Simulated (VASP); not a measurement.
Here is a VASP 6.6.1 calculation.

Contents of INCAR:

```
SYSTEM = Mo
ALGO = Normal
EDIFF = 1E-6
ENCUT = 500
GGA = PS
GGA_COMPAT = .FALSE.
ISIF = 2
ISMEAR = 0
IVDW = 13
LASPH = .TRUE.
LCHARG = .TRUE.
LELF = .TRUE.
LREAL = .FALSE.
LVHAR = .TRUE.
LWAVE = .FALSE.
NBANDS = 13
NELM = 120
PREC = Accurate
SIGMA = 0.1
```

Contents of KPOINTS:

```
k-points
0
G
  8 8 8
  0 0 0
```

The input POSCAR:

```
Mo
1.0
   -1.5650000000      1.5650000000      1.5650000000
    1.5650000000     -1.5650000000      1.5650000000
    1.5650000000      1.5650000000     -1.5650000000
Mo
1
Direct
    0.0000000000      0.0000000000      0.0000000000
```

Potentials or basis: VASP PAW PBE potentials, release 64 (Mo_sv).

Command:

```bash
$ cat potpaw_PBE.64/Mo_sv/POTCAR > POTCAR
$ mpirun -np 1 vasp_std > vasp.out
```

Problem. What does it give for the pressure?

Solution. -2.4 GPa.

Problem. What does it give for the band gap on the k mesh?

Solution. Zero (band 7 reaches 16.90 eV, above the bottom of band 8 at 11.37 eV).

Problem. Estimate the dispersion energy per atom.

Solution. -0.362 eV.

Caveat: the PAW data sets were made with another functional, which shifts forces and pressure a little; pairwise dispersion overbinds metals, which lowers pressure and volume.
